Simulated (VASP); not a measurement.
# ZnS (F-43m) in VASP: notebook

The runs below take ZnS through single point, with PBE0, r2SCAN, PBEsol.

All numbers are computed with VASP 6.6.1; they aren't measurements. Logs are shortened: lines on timing, memory, paths and dates and some standing lists are left out, and cuts for length are marked.

**Experimental background.**

From “Electronic, vibrational, and thermodynamic properties of ZnS (zincblende and rocksalt structure)”, 2009, arxiv:0911.5022, for a bulk crystal of ZnS at 19 K: band gap 3.85 eV (direct).

The results are compared with them further down.

**1. The cell of the first run**

The structure is cubic, space group F-43m (No. 216). Conventional cell: a = 5.404 Å, b = 5.404 Å, c = 5.404 Å, α = 90.00°, β = 90.00°, γ = 90.00°. Within 3.1 Å of Zn (site symmetry -43m) lie 4 S at 2.34 Å. S (site symmetry -43m) has 4 Zn at 2.34 Å within 3.1 Å.

**2. Single point, PBE0**

File POSCAR:

```
ZnS
1.0
    0.0000000000      2.7020000000      2.7020000000
    2.7020000000      0.0000000000      2.7020000000
    2.7020000000      2.7020000000      0.0000000000
Zn S
1 1
Direct
    0.7500000000      0.7500000000      0.7500000000
    0.0000000000      0.0000000000      0.0000000000
```

File INCAR.step1:

```
ALGO     = Normal         # electronic algorithm
EDIFF    = 1E-5           # SCF threshold, eV
ENCUT    = 520            # plane-wave cutoff, eV
GGA      = PE             # functional
ISIF     = 2              # what is computed and relaxed
ISMEAR   = -1             # smearing method
LASPH    = True           # aspherical terms in the spheres
LREAL    = False          # projectors in reciprocal space
LWAVE    = True           # write WAVECAR
NBANDS   = 16             # bands
NELM     = 60             # most SCF steps
PREC     = Accurate       # precision mode
SIGMA    = 0.05           # smearing width, eV
```

File INCAR.step2:

```
AEXX     = 0.25           # exact-exchange fraction
ALGO     = Normal         # electronic algorithm
EDIFF    = 1E-6           # SCF threshold, eV
ENCUT    = 520            # plane-wave cutoff, eV
GGA      = PE             # functional
ISIF     = 2              # what is computed and relaxed
ISMEAR   = -1             # smearing method
ISTART   = 1            
LASPH    = True           # aspherical terms in the spheres
LCHARG   = True           # write CHGCAR
LELF     = True           # ELF
LHFCALC  = True           # exact exchange
LREAL    = False          # projectors in reciprocal space
LVHAR    = True         
LWAVE    = False          # write WAVECAR
NBANDS   = 16             # bands
NELM     = 60             # most SCF steps
PREC     = Accurate       # precision mode
PRECFOCK = Normal       
SIGMA    = 0.05           # smearing width, eV
```

File KPOINTS:

```
k-points
0
Gamma
  5 5 5
```

Potentials or basis: VASP PAW PBE potentials, release 64 (Zn, S).

Run with:

```
$ cat potpaw_PBE.64/Zn/POTCAR potpaw_PBE.64/S/POTCAR > POTCAR
$ cp INCAR.step1 INCAR
$ mpirun -np 1 vasp_std > vasp.out
$ cp INCAR.step2 INCAR
$ mpirun -np 1 vasp_std > vasp.out
```

OUTCAR:

```text
AEXX = 0.25
   EDIFF = 1E-6
   ENCUT = 520
   GGA = PE
   ISIF = 2
   ISMEAR = -1
   ISTART = 1
   LASPH = True
   LHFCALC = True
   LREAL = False
   NELM = 60
   PREC = Accurate
   PRECFOCK = Normal

 ion  position               nearest neighbor table
   1  0.750  0.750  0.750-   2 2.34   2 2.34   2 2.34   2 2.34
   2  0.000  0.000  0.000-   1 2.34   1 2.34   1 2.34   1 2.34

  LATTYP: Found a face centered cubic cell.
 ALAT       =     5.4040000000

  Lattice vectors:

 A1 = (   0.0000000000,   2.7020000000,   2.7020000000)
 A2 = (   2.7020000000,   0.0000000000,   2.7020000000)
 A3 = (   2.7020000000,   2.7020000000,   0.0000000000)

Analysis of symmetry for initial positions (statically):
=====================================================================
 Subroutine PRICEL returns:
 Original cell was already a primitive cell.

 Routine SETGRP: Setting up the symmetry group for a
 face centered cubic supercell.

 Subroutine GETGRP returns: Found 24 space group operations
 (whereof 24 operations were pure point group operations)
 out of a pool of 48 trial point group operations.

The static configuration has the point symmetry T_d .

Analysis of symmetry for dynamics (positions and initial velocities):
=====================================================================
 Subroutine PRICEL returns:
 Original cell was already a primitive cell.

 Routine SETGRP: Setting up the symmetry group for a
 face centered cubic supercell.

 Subroutine GETGRP returns: Found 24 space group operations
 (whereof 24 operations were pure point group operations)
 out of a pool of 48 trial point group operations.

The dynamic configuration has the point symmetry T_d .

 Subroutine INISYM returns: Found 24 space group operations
 (whereof 24 operations are pure point group operations),
 and found     1 'primitive' translations

----------------------------------------------------------------------------------------

                                     Primitive cell

  volume of cell :      39.4535

  direct lattice vectors                    reciprocal lattice vectors
     0.000000000  2.702000000  2.702000000    -0.185048113  0.185048113  0.185048113
     2.702000000  0.000000000  2.702000000     0.185048113 -0.185048113  0.185048113
     2.702000000  2.702000000  0.000000000     0.185048113  0.185048113 -0.185048113

[... 73 lines left out ...]
   NFREE  =      0    steps in history (QN), initial steepest desc. (CG)
   ISIF   =      2    stress and relaxation
   ISYM   =      3    0-nonsym 1-usesym 2-fastsym
   POTIM  = 0.5000    time-step for ionic-motion
   TEBEG  =    0.0;   TEEND  =   0.0 temperature during run
   PSTRESS=    0.0 pullay stress
   NELECT =      18.0000    total number of electrons
   NUPDOWN=      -1.0000    fix difference up-down
   EMIN   =  10.00;   EMAX   =-10.00  energy-range for DOS
   EFERMI =   0.00;   METHOD = LEGACY
   ISMEAR =    -1;   SIGMA  =   0.05  broadening in eV -4-tet -1-fermi 0-gaus
   EFERMI_NEDOS =   21; number of points for ismear=-14 and -15
   IALGO  =     38    algorithm
   IMIX   =      1    mixing-type and parameters
     AMIX     =   0.40;   BMIX     =  1.00
     AMIX_MAG =   1.60;   BMIX_MAG =  1.00
  volume/ion in A,a.u.               =      19.73       133.12
  Fermi-wavevector in a.u.,A,eV,Ry     =   1.260290  2.381602 21.610537  1.588330
  Thomas-Fermi vector in A             =   2.393807
   LORBIT       =      0    0 simple, 1 ext, 2 COOP (PROOUT), +10 PAW based schemes
   GGA     = PE    functional components
   LHFCALC =     T    Hartree Fock is set to
   PRECFOCK=normal    Normal, Fast or Accurate (Low or Medium for compatibility)
   ENCUT4O =  -1.0   cutoff for four orbital integrals eV
   NKREDX  =     1    reduce k-point grid by
   NKREDY  =     1    reduce k-point grid by
   NKREDZ  =     1    reduce k-point grid by
   AEXX    =    0.2500 exact exchange contribution
   HFSCREEN=    0.0000 screening length (either q_TF or 0.3 A-1)
   HFSCREENC=   0.0000 screening length for correlation (either q_TF or 0.3 A-1)
   ENCUTFOCK=  -1.0 apply spherical cutoff to Coloumb kernel
   IVDW    =     0    specifies the selected vdW correction
   LEPSILON=     F    determine dielectric tensor
   LRPA    =     F    only Hartree local field effects (RPA)
 non-spin polarized calculation
  energy-cutoff  :      520.00
  volume of cell :       39.45
 maximum number of plane-waves:      1073
  NGX = 24; NGY = 24; NGZ = 24

 number of electron      18.0000000 magnetization

 Free energy of the ion-electron system (eV)
  ---------------------------------------------------
  ext. energy  EPLUGINS =         0.00000000
  ---------------------------------------------------
  free energy    TOTEN  =        -8.94082728 eV

  energy without entropy =       -8.94082727  energy(sigma->0) =       -8.94082727

 E-fermi :   2.0110     XC(G=0):  -7.5919

 val. band max:        1.0014752894   @ k =   0.0000   0.0000   0.0000
 cond. band min:       5.0351286299   @ k =   0.0000   0.0000   0.0000
 fundamental gap:      4.0336533404
 Fermi energy:         2.0110357551

 k-point     1 :       0.0000    0.0000    0.0000
  band No.  band energies     occupation
      1     -13.3752      2.00000
      2      -6.8907      2.00000
      3      -6.8907      2.00000
      4      -6.8907      2.00000
      5      -6.4452      2.00000
      6      -6.4452      2.00000
[... 167 lines left out ...]
      3      -6.6830      2.00000
      4      -6.5257      2.00000
      5      -6.4298      2.00000
      6      -6.1293      2.00000
[... 8 lines left out ...]
     15      16.6681      0.00000
     16      19.0349      0.00000

------------------------ aborting loop because EDIFF is reached ----------------------------------------

  FORCE on cell =-STRESS in cart. coord.  units (eV):
  Direction    XX          YY          ZZ          XY          YZ          ZX
  --------------------------------------------------------------------------------------
  -------------------------------------------------------------------------------------
  Total        0.1620589      0.1620589      0.1620589      0.0000000      0.0000000      0.0000000
  in kB        6.5810841      6.5810841      6.5810841      0.0000000      0.0000000      0.0000000
  external PRESSURE =       6.5810841 kB  Pullay stress =       0.0000000 kB

 VOLUME and BASIS-vectors are now :
 -----------------------------------------------------------------------------
  energy-cutoff  :      520.00
  volume of cell :       39.45
      direct lattice vectors                 reciprocal lattice vectors
     0.000000000  2.702000000  2.702000000    -0.185048113  0.185048113  0.185048113
     2.702000000  0.000000000  2.702000000     0.185048113 -0.185048113  0.185048113
     2.702000000  2.702000000  0.000000000     0.185048113  0.185048113 -0.185048113

 POSITION                                       TOTAL-FORCE (eV/Angst)
 -----------------------------------------------------------------------------------
      4.05300      4.05300      4.05300        -0.000000     -0.000000     -0.000000
      0.00000      0.00000      0.00000         0.000000      0.000000      0.000000
 -----------------------------------------------------------------------------------
    total drift:                                0.000164      0.000102      0.000085

  FREE ENERGIE OF THE ION-ELECTRON SYSTEM (eV)
  ---------------------------------------------------
  free  energy   TOTEN  =        -8.9408272750 eV

  energy  without entropy=       -8.9408272749  energy(sigma->0) =       -8.94082727
```

Wall time 12 min (1 thread of Intel Xeon Platinum 8259CL at 2.50GHz (Skylake/Cascade Lake), shared host); peak memory 0.16 GiB.

What came out:

```
Free energy            : -8.9408 eV
Pressure               : 0.7 GPa
Band gap on the k mesh : 4.03 eV
```

Levels at points of the mesh, in eV from the valence-band top:
```csv
k point,band 6,band 7,band 8,band 9,band 10,band 11,band 12,band 13
"(0.00, 0.00, 0.00)",-7.45,0.00,0.00,0.00,4.03,8.43,8.43,8.43
```

Caveat: the PAW data sets were made with another functional, which shifts forces and pressure a little.

**3. Single point, PBE0**

This run uses another cell than the first one, of 20.12 Å³/atom.

File POSCAR:

```
ZnS
1.0
    0.0000000000      2.7198945612      2.7198945612
    2.7198945612      0.0000000000      2.7198945612
    2.7198945612      2.7198945612      0.0000000000
Zn S
1 1
Direct
    0.7500000000      0.7500000000      0.7500000000
    0.0000000000      0.0000000000      0.0000000000
```

File INCAR.step1:

```
  PREC = Accurate
  ENCUT = 520
  EDIFF = 1E-5
  ISMEAR = -1
  SIGMA = 0.05
  LREAL = F
  LASPH = T
  NELM = 60
  ALGO = Normal
  ISIF = 2
  LWAVE = T
  LCHARG = F
  NBANDS = 16
  GGA = PE
```

File INCAR.step2:

```
  PREC = Accurate
  ENCUT = 520
  EDIFF = 1E-6
  ISMEAR = -1
  SIGMA = 0.05
  LREAL = F
  LASPH = T
  NELM = 60
  ALGO = Normal
  ISIF = 2
  LWAVE = F
  LCHARG = F
  GGA = PE
  LHFCALC = T
  AEXX = 0.25
  PRECFOCK = Normal
  NBANDS = 16
  ISTART = 1
```

File KPOINTS:

```
Automatic mesh
0
Gamma
  5 5 5
```

Potentials or basis: VASP PAW PBE potentials, release 64 (Zn, S).

Run with:

```
$ cat potpaw_PBE.64/Zn/POTCAR potpaw_PBE.64/S/POTCAR > POTCAR
$ cp INCAR.step1 INCAR
$ mpirun -np 1 vasp_std > vasp.out
$ cp INCAR.step2 INCAR
$ mpirun -np 1 vasp_std > vasp.out
```

It took 13 min on 1 thread of Intel Xeon Platinum 8259CL at 2.50GHz (Skylake/Cascade Lake), shared host; peak memory 0.18 GiB.

It converged, with:

```yaml
Free_energy: -8.9407 eV
Pressure: -0.8 GPa
Band_gap_on_the_k_mesh: 3.94 eV
```

Levels at points of the mesh, in eV from the valence-band top:
```csv
k point,band 5,band 6,band 7,band 8,band 9,band 10,band 11,band 12,band 13,band 14
"(0.00, 0.00, 0.00)",-7.40,-7.40,0.00,0.00,0.00,3.94,8.44,8.44,8.44,13.94
```

Caveat: the PAW data sets were made with another functional, which shifts forces and pressure a little.

**4. Single point, PBE0**

This run uses another cell than the first one, of 20.52 Å³/atom.

File POSCAR:

```
ZnS
1.0
    0.0000000000      2.7375567091      2.7375567091
    2.7375567091      0.0000000000      2.7375567091
    2.7375567091      2.7375567091      0.0000000000
Zn S
1 1
Direct
    0.7500000000      0.7500000000      0.7500000000
    0.0000000000      0.0000000000      0.0000000000
```

File INCAR.step1:

```
PREC     = Accurate       # precision mode
ENCUT    = 520            # plane-wave cutoff, eV
EDIFF    = 1E-5           # SCF threshold, eV
ISMEAR   = -1             # smearing method
SIGMA    = 0.05           # smearing width, eV
LREAL    = False          # projectors in reciprocal space
LASPH    = True           # aspherical terms in the spheres
NELM     = 60             # most SCF steps
ALGO     = Normal         # electronic algorithm
ISIF     = 2              # what is computed and relaxed
LWAVE    = True           # write WAVECAR
LCHARG   = False          # write CHGCAR
NBANDS   = 16             # bands
GGA      = PE             # functional
```

File INCAR.step2:

```
PREC     = Accurate       # precision mode
ENCUT    = 520            # plane-wave cutoff, eV
EDIFF    = 1E-6           # SCF threshold, eV
ISMEAR   = -1             # smearing method
SIGMA    = 0.05           # smearing width, eV
LREAL    = False          # projectors in reciprocal space
LASPH    = True           # aspherical terms in the spheres
NELM     = 60             # most SCF steps
ALGO     = Normal         # electronic algorithm
ISIF     = 2              # what is computed and relaxed
LWAVE    = False          # write WAVECAR
LCHARG   = False          # write CHGCAR
GGA      = PE             # functional
LHFCALC  = True           # exact exchange
AEXX     = 0.25           # exact-exchange fraction
PRECFOCK = Normal       
NBANDS   = 16             # bands
ISTART   = 1
```

File KPOINTS:

```
regular mesh
0
Gamma
  5 5 5
```

Run with:

```
$ cat potpaw_PBE.64/Zn/POTCAR potpaw_PBE.64/S/POTCAR > POTCAR
$ cp INCAR.step1 INCAR
$ mpirun -np 1 vasp_std > vasp.out
$ cp INCAR.step2 INCAR
$ mpirun -np 1 vasp_std > vasp.out
```

Run time: 12 min. Hardware: 1 thread of Intel Xeon Platinum 8259CL at 2.50GHz (Skylake/Cascade Lake), shared host; peak memory 0.18 GiB.

The run converged. Its results:

```yaml
Free_energy: -8.9335 eV
Pressure: -2.2 GPa
Band_gap_on_the_k_mesh: 3.84 eV
```

Levels at points of the mesh, in eV from the valence-band top:
| k point | band 7 | band 8 | band 9 | band 10 | band 11 | band 12 |
| --- | --- | --- | --- | --- | --- | --- |
| (0.00, 0.00, 0.00) | 0.00 | 0.00 | 0.00 | 3.84 | 8.44 | 8.44 |

Caveat: the PAW data sets were made with another functional, which shifts forces and pressure a little.

**5. Single point, r2SCAN**

This run uses another cell than the first one, of 19.56 Å³/atom.

File POSCAR:

```
ZnS
1.0
    0.0000000000      2.6945203615      2.6945203615
    2.6945203615      0.0000000000      2.6945203615
    2.6945203615      2.6945203615      0.0000000000
Zn S
1 1
Direct
    0.7500000000      0.7500000000      0.7500000000
    0.0000000000      0.0000000000      0.0000000000
```

File INCAR.step1:

```
SYSTEM = ZnS
PREC = Accurate
ENCUT = 520
ISMEAR = -1
SIGMA = 0.05
LREAL = .False.
LASPH = .True.
NELM = 60
NBANDS = 16
GGA = PE
ALGO = Normal
EDIFF = 1E-4
LWAVE = .True.
LCHARG = .False.
```

File INCAR.step2:

```
SYSTEM = ZnS
PREC = Accurate
ENCUT = 520
EDIFF = 1E-7
ISMEAR = -1
SIGMA = 0.05
LREAL = .False.
LASPH = .True.
NELM = 60
ALGO = Normal
ISIF = 2
LWAVE = .False.
LCHARG = .True.
METAGGA = R2SCAN
LMIXTAU = .True.
LELF = .True.
LVHAR = .True.
NBANDS = 16
ISTART = 1
```

File KPOINTS:

```
regular mesh
0
Gamma
  9 9 9
  0 0 0
```

Run with:

```
$ cat potpaw_PBE.64/Zn/POTCAR potpaw_PBE.64/S/POTCAR > POTCAR
$ cp INCAR.step1 INCAR
$ mpirun -np 1 vasp_std > vasp.out
$ cp INCAR.step2 INCAR
$ mpirun -np 1 vasp_std > vasp.out
```

Wall time 74 s (1 thread of AMD EPYC 9R45 (Zen 5), shared host); peak memory 0.14 GiB.

The run converged. Its results:

* Free energy: -18.8664 eV
* Pressure: 0.0 GPa
* Band gap on the k mesh: 2.71 eV

Levels at points of the mesh, in eV from the valence-band top:
```tsv
k point	band 5	band 6	band 7	band 8	band 9	band 10	band 11	band 12	band 13	band 14
(0.00, 0.00, 0.00)	-5.98	-5.98	0.00	0.00	0.00	2.71	6.90	6.90	6.90	12.31
```

Caveat: the PAW data sets were made with another functional, which shifts forces and pressure a little.

**6. Single point, PBEsol**

File INCAR:

```
ALGO = Normal
EDIFF = 1E-6
ENCUT = 520
GGA = PS
ISIF = 2
ISMEAR = -1
LASPH = T
LCHARG = F
LREAL = F
LWAVE = F
NBANDS = 16
NELM = 100
PREC = Accurate
SIGMA = 0.05
```

File KPOINTS:

```
k-points
0
Gamma
  7 7 7
```

File POSCAR:

```
ZnS
1.0
    0.0000000000      2.7020000000      2.7020000000
    2.7020000000      0.0000000000      2.7020000000
    2.7020000000      2.7020000000      0.0000000000
Zn S
1 1
Direct
    0.7500000000      0.7500000000      0.7500000000
    0.0000000000      0.0000000000      0.0000000000
```

Potentials or basis: VASP PAW PBE potentials, release 64 (Zn, S).

Run with:

```
$ cat potpaw_PBE.64/Zn/POTCAR potpaw_PBE.64/S/POTCAR > POTCAR
$ mpirun -np 1 vasp_std > vasp.out
```

It used 27 s of CPU time on 1 thread of AMD EPYC 7R13 Processor (Zen 3), with other jobs on the host.

Results (log left out):

```yaml
Free_energy: -7.5828 eV
Pressure: -1.8 GPa
Band_gap_on_the_k_mesh: 1.98 eV
```

Levels at points of the mesh, in eV from the valence-band top:
```
           k point  band 5  band 6  band 7  band 8  band 9  band 10  band 11  band 12  band 13  band 14
(0.00, 0.00, 0.00)   -5.87   -5.87    0.00    0.00    0.00     1.98     6.31     6.31     6.31    11.64
```

Caveat: the PAW data sets were made with another functional, which shifts forces and pressure a little.

**7. Overview**

```csv
level,cell,k mesh,grid for exact exchange (PRECFOCK),share of exact exchange,gap on the mesh (eV),pressure (GPa)
PBE0,"a = 3.821 Å, angles 60.0°, 2 atoms",5 × 5 × 5,Normal,0.25,4.03,0.7
PBE0,"a = 3.847 Å, angles 60.0°, 2 atoms",5 × 5 × 5,Normal,0.25,3.94,-0.8
PBE0,"a = 3.871 Å, angles 60.0°, 2 atoms",5 × 5 × 5,Normal,0.25,3.84,-2.2
r2SCAN,"a = 3.811 Å, angles 60.0°, 2 atoms",9 × 9 × 9,-,-,2.71,0.0
PBEsol,"a = 3.821 Å, angles 60.0°, 2 atoms",7 × 7 × 7,-,-,1.98,-1.8
```

Alike in all rows: task single point; potentials or basis VASP PAW PBE potentials, release 64 (Zn, S); no spin polarisation; cutoff (eV) 520; smearing fermi-dirac 0.05 eV.

Caveats: the PAW data sets were made with another functional, which shifts forces and pressure a little.

Absolute energies hang on the potentials; compare differences alone.

**8. How close it comes**

Step 2. A measured gap of ZnS is 3.85 eV (direct; 19 K; quoted in “Electronic, vibrational, and thermodynamic properties of ZnS (zincblende and rocksalt structure)”, 2009, arxiv:0911.5022); the calculated 4.03 eV misses it by +0.18 eV. The value is that of PBE0, without temperature or zero-point motion.

Step 3. Measured gap of ZnS: 3.85 eV (direct; 19 K; quoted in “Electronic, vibrational, and thermodynamic properties of ZnS (zincblende and rocksalt structure)”, 2009, arxiv:0911.5022). This calculation gives 3.94 eV (+0.09 eV). The value is that of PBE0, without temperature or zero-point motion.

Step 5. Measured gap of ZnS: 3.85 eV (direct; 19 K; quoted in “Electronic, vibrational, and thermodynamic properties of ZnS (zincblende and rocksalt structure)”, 2009, arxiv:0911.5022). This calculation gives 2.71 eV (-1.14 eV). The value is that of r2SCAN, without temperature or zero-point motion.
